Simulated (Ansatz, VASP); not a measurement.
**Two plane-wave programs on CaInC4N4**

Contents of INCAR:

```
SYSTEM = CaInC4N4
PREC = Accurate
ENCUT = 600
EDIFF = 1E-7
ISMEAR = 0
SIGMA = 0.1
LREAL = .FALSE.
LASPH = .TRUE.
NELM = 80
ALGO = Normal
ISIF = 3
LWAVE = .FALSE.
LCHARG = .FALSE.
GGA = PE
IBRION = 2
NSW = 90
EDIFFG = -0.04
```

File KPOINTS:

```
Automatic mesh
0
G
  4 4 4
  0 0 0
```

Contents of POSCAR:

```
CaInC4N4
1.0
    6.2134436000      0.0000000000      0.0000000000
    0.0000000000      6.2134436000      0.0000000000
    0.0000000000      0.0000000000      6.2134436000
Ca In C N
1 1 4 4
Direct
    0.5000000000      0.5000000000      0.5000000000
    0.0000000000      0.0000000000      0.0000000000
    0.1859319800      0.1859319800      0.1859319800
    0.1859319800      0.8140680200      0.8140680200
    0.8140680200      0.1859319800      0.8140680200
    0.8140680200      0.8140680200      0.1859319800
    0.2946478300      0.2946478300      0.2946478300
    0.2946478300      0.7053521700      0.7053521700
    0.7053521700      0.2946478300      0.7053521700
    0.7053521700      0.7053521700      0.2946478300
```

Input for Ansatz:

```yaml
crystal:
  lattice:
    - [6.2134436, 0.0, 0.0]
    - [0.0, 6.2134436, 0.0]
    - [0.0, 0.0, 6.2134436]
  atoms:
    - { symbol: Ca, position: [0.5, 0.5, 0.5] }
    - { symbol: In, position: [0.0, 0.0, 0.0] }
    - { symbol: C, position: [0.18593198, 0.18593198, 0.18593198] }
    - { symbol: C, position: [0.18593198, 0.81406802, 0.81406802] }
    - { symbol: C, position: [0.81406802, 0.18593198, 0.81406802] }
    - { symbol: C, position: [0.81406802, 0.81406802, 0.18593198] }
    - { symbol: "N", position: [0.29464783, 0.29464783, 0.29464783] }
    - { symbol: "N", position: [0.29464783, 0.70535217, 0.70535217] }
    - { symbol: "N", position: [0.70535217, 0.29464783, 0.70535217] }
    - { symbol: "N", position: [0.70535217, 0.70535217, 0.29464783] }
basis:
  ecutwfc: 420
kpoints:
  mp_grid: { grid: [4, 4, 4] }
hamiltonian:
  xc: pbe
scf:
  occupations: { method: gaussian, width: 0.1 }
  lower_state_search: "off"
output:
  forces: true
  stress: true
  eigenvalues: true
relax:
  adjacent_minimum: "off"
  f_tol: 0.04
  max_steps: 70
  cell: { stress_tol: 0.4 }
```

Alike in both runs: task relaxation of cell and atoms; functional PBE; k mesh 4 × 4 × 4; occupations gaussian, width 0.1 eV; no spin polarisation.

|  | VASP | Ansatz |
| --- | --- | --- |
| version | VASP 6.6.1 | Ansatz 0.2.0 |
| potentials or method | VASP PAW PBE potentials, release 64 (Ca_sv, In_d, C, N), cutoff 600 eV | scalar-relativistic, plane waves, PAW |
| valence electrons in the cell | 59 | 59 |

|  | VASP | Ansatz | Ansatz less VASP |
| --- | --- | --- | --- |
| gap on the k mesh at the Fermi level, each at its own relaxed structure (eV) | none | none | - |
| relaxed volume (Å³/atom) | 28.39 | 28.27 | -0.121 |
| relaxed length of the cell vector where the two differ most in proportion (Å) | 6.573 | 6.563 | -0.0094 |

A gap of «none» marks a metal or a gap that the smearing closes.

Noted on VASP's run: the standard files for N, O and F lose accuracy on very short bonds; the volume moved by over 15 % at a fixed basis, so the end points are rough.
